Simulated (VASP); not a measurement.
# TaN (I4/mmm) in VASP: further runs, part 2 of 2

VASP 6.6.1. Earlier steps stand in the parts before.

### Step 3. Single point, PBE

This run uses another cell than the first one, of the same volume but with other edges.

INCAR reads:

```
PREC = Accurate ; ENCUT = 600
EDIFF = 1E-6 ; ISMEAR = 0
SIGMA = 0.15 ; LREAL = F
LASPH = T ; NELM = 120
ALGO = Normal ; ISIF = 2
LWAVE = F ; LCHARG = T
GGA = PE ; LELF = T
LVHAR = T ; NBANDS = 15
GGA_COMPAT = F
```

KPOINTS reads:

```
regular mesh
0
Gamma
  20 20 20
```

POSCAR reads:

```
TaN
1.0
    0.0000000000      1.9965312527      2.5954906285
    1.9965312527      0.0000000000      2.5954906285
    1.9965312527      1.9965312527      0.0000000000
Ta N
1 1
Direct
    0.5000000000      0.5000000000      0.5000000000
    0.0000000000      0.0000000000      0.0000000000
```

Potentials or basis: VASP PAW PBE potentials, release 64 (Ta_pv, N).

The run is started by

```sh
cat potpaw_PBE.64/Ta_pv/POTCAR potpaw_PBE.64/N/POTCAR > POTCAR
mpirun -np 1 vasp_std > vasp.out
```

OUTCAR:

```text
PREC = Accurate
   ENCUT = 600
   EDIFF = 1E-6
   ISMEAR = 0
   LREAL = F
   LASPH = T
   NELM = 120
   ISIF = 2
   GGA = PE

 ion  position               nearest neighbor table
   1  0.500  0.500  0.500-   2 2.00   2 2.00   2 2.00   2 2.00   2 2.60   2 2.60
   2  0.000  0.000  0.000-   1 2.00   1 2.00   1 2.00   1 2.00   1 2.60   1 2.60

  LATTYP: Found a body centered tetragonal cell.
 ALAT       =     2.8235215753
 C/A-ratio  =     1.8384776311

  Lattice vectors:

[... 619 lines left out ...]

------------------------ aborting loop because EDIFF is reached ----------------------------------------

  FORCE on cell =-STRESS in cart. coord.  units (eV):
  Direction    XX          YY          ZZ          XY          YZ          ZX
  --------------------------------------------------------------------------------------
  -------------------------------------------------------------------------------------
  Total       13.0736914     13.0736914     -0.3430452      0.0000000      0.0000000      0.0000000
  in kB     1012.2950802   1012.2950802    -26.5619708      0.0000000      0.0000000      0.0000000
  external PRESSURE =     666.0093965 kB  Pullay stress =       0.0000000 kB

 VOLUME and BASIS-vectors are now :
 -----------------------------------------------------------------------------
  energy-cutoff  :      600.00
  volume of cell :       20.69
      direct lattice vectors                 reciprocal lattice vectors
     0.000000000  1.996531253  2.595490628    -0.250434347  0.250434347  0.192641805
     1.996531253  0.000000000  2.595490628     0.250434347 -0.250434347  0.192641805
     1.996531253  1.996531253  0.000000000     0.250434347  0.250434347 -0.192641805

 POSITION                                       TOTAL-FORCE (eV/Angst)
 -----------------------------------------------------------------------------------
      1.99653      1.99653      2.59549        -0.000000     -0.000000      0.000000
      0.00000      0.00000      0.00000         0.000000      0.000000     -0.000000
 -----------------------------------------------------------------------------------
    total drift:                                0.000000      0.000000      0.000000

  FREE ENERGIE OF THE ION-ELECTRON SYSTEM (eV)
  ---------------------------------------------------
  free  energy   TOTEN  =       -20.5204585136 eV

  energy  without entropy=      -20.5113620378  energy(sigma->0) =      -20.51591028
```

OSZICAR:

```text
N       E                     dE             d eps       ncg     rms          rms(c)
DAV:   1     0.102373502984E+03    0.10237E+03   -0.96484E+03 19230   0.127E+03
DAV:   2    -0.207561116580E+02   -0.12313E+03   -0.11593E+03 23675   0.336E+02
DAV:   3    -0.239619863359E+02   -0.32059E+01   -0.31862E+01 21799   0.514E+01
DAV:   4    -0.239746304437E+02   -0.12644E-01   -0.12638E-01 24783   0.337E+00
DAV:   5    -0.239747045435E+02   -0.74100E-04   -0.74096E-04 22065   0.238E-01    0.315E+01
DAV:   6    -0.205859396053E+02    0.33888E+01   -0.70278E+00 24639   0.295E+01    0.127E+01
DAV:   7    -0.205589791038E+02    0.26961E-01   -0.82174E-01 22023   0.718E+00    0.909E+00
DAV:   8    -0.205326293979E+02    0.26350E-01   -0.13408E-01 24354   0.299E+00    0.235E+00
DAV:   9    -0.205204490869E+02    0.12180E-01   -0.27608E-02 22688   0.141E+00    0.303E-01
DAV:  10    -0.205204698483E+02   -0.20761E-04   -0.17091E-03 22744   0.431E-01    0.707E-02
DAV:  11    -0.205204608707E+02    0.89776E-05   -0.36659E-05 22996   0.768E-02    0.307E-02
DAV:  12    -0.205204587230E+02    0.21477E-05   -0.44422E-06 23094   0.215E-02    0.522E-03
DAV:  13    -0.205204585136E+02    0.20938E-06   -0.34622E-07 12156   0.498E-03
   1 F= -.20520459E+02 E0= -.20515910E+02  d E =-.909648E-02
```

Wall time 3 min (1 thread of Intel Xeon Platinum 8259CL at 2.50GHz (Skylake/Cascade Lake), shared host); peak memory 0.36 GiB.

What came out:

| Quantity | Value |
| --- | --- |
| Free energy | -20.5205 eV |
| Pressure | 66.6 GPa |
| Band gap on the k mesh | zero (band 8 reaches 11.93 eV, above the bottom of band 9 at 6.20 eV) |

Levels at points of the mesh, in eV from the Fermi level:
```csv
k point,band 6,band 7,band 8,band 9,band 10,band 11
"(0.00, 0.00, 0.00)",-3.97,-3.81,-3.32,-3.32,-0.29,-0.29
"(0.50, 0.00, 0.00)",-8.22,-8.12,2.38,3.03,3.23,3.45
"(0.50, 0.50, 0.00)",-5.36,-3.66,-3.66,2.74,3.62,3.62
"(0.50, 0.00, 0.50)",-5.08,-4.92,-4.17,1.10,1.39,6.11
```

Caveat: spin-orbit coupling is left out, which moves the levels of the heavy elements.

### Step 4. Single point, PBE

This run uses another cell than the first one, of the same volume but with other edges.

INCAR reads:

```
SYSTEM = TaN
  PREC = Accurate
  ENCUT = 600
  EDIFF = 1E-6
  ISMEAR = 0
  SIGMA = 0.15
  LREAL = .FALSE.
  LASPH = .TRUE.
  NELM = 120
  ALGO = Normal
  ISIF = 2
  LWAVE = .FALSE.
  LCHARG = .FALSE.
  GGA = PE
  NBANDS = 15
  GGA_COMPAT = .FALSE.
```

KPOINTS reads:

```
regular mesh
0
G
  20 20 20
  0 0 0
```

POSCAR reads:

```
TaN
1.0
    0.0000000000      2.2404123318      2.0611793452
    2.2404123318      0.0000000000      2.0611793452
    2.2404123318      2.2404123318      0.0000000000
Ta N
1 1
Direct
    0.5000000000      0.5000000000      0.5000000000
    0.0000000000      0.0000000000      0.0000000000
```

The run is started by

```sh
cat potpaw_PBE.64/Ta_pv/POTCAR potpaw_PBE.64/N/POTCAR > POTCAR
mpirun -np 1 vasp_std > vasp.out
```

It took 2.2 min on 1 thread of Intel Xeon Platinum 8259CL at 2.50GHz (Skylake/Cascade Lake), shared host; peak memory 0.36 GiB.

It converged, with:

```yaml
Free_energy: -21.5637 eV
Pressure: 22.1 GPa
Band_gap_on_the_k_mesh: zero (band 8 reaches 11.53 eV, above the bottom of band 9 at 7.39 eV)
```

Stress tensor (GPa, compression positive):
```
 0.53  0.00  0.00
 0.00  0.53  0.00
 0.00  0.00 65.25
```

Levels at points of the mesh, in eV from the Fermi level:
| k point | band 4 | band 5 | band 6 | band 7 | band 8 | band 9 | band 10 | band 11 | band 12 | band 13 |
| --- | --- | --- | --- | --- | --- | --- | --- | --- | --- | --- |
| (0.00, 0.00, 0.00) | -19.11 | -4.05 | -4.05 | -3.57 | -2.45 | -2.45 | -1.45 | -0.52 | -0.51 | 3.17 |
| (0.50, 0.00, 0.00) | -15.84 | -10.60 | -7.86 | -7.85 | 1.58 | 2.39 | 2.47 | 3.85 | 6.81 | 8.30 |
| (0.50, 0.50, 0.00) | -17.84 | -5.99 | -5.76 | -4.99 | -4.99 | 2.34 | 3.69 | 3.69 | 4.97 | 7.85 |
| (0.50, 0.00, 0.50) | -17.90 | -6.98 | -5.53 | -4.74 | -4.28 | 1.76 | 3.18 | 4.16 | 5.14 | 7.35 |

Caveat: spin-orbit coupling is left out, which moves the levels of the heavy elements.

### Step 5. Summary

```tsv
cell	gap on the mesh (eV)	pressure (GPa)
a = 3.002, b = 3.002, c = 3.348 Å, angles 56.1, 56.1, 67.8°, 2 atoms	none	79.2
a = 3.275, b = 3.275, c = 2.824 Å, angles 64.5, 64.5, 51.1°, 2 atoms	none	66.6
a = 3.044, b = 3.044, c = 3.168 Å, angles 58.6, 58.6, 62.7°, 2 atoms	none	22.1
```

Alike in all rows: task single point; level PBE; potentials or basis VASP PAW PBE potentials, release 64 (Ta_pv, N); no spin polarisation; k mesh 20 × 20 × 20; cutoff (eV) 600; smearing gaussian 0.15 eV.

Caveats: spin-orbit coupling is left out, which moves the levels of the heavy elements.

Total energies depend on the potentials used, so only differences within one code and one set of settings carry meaning.
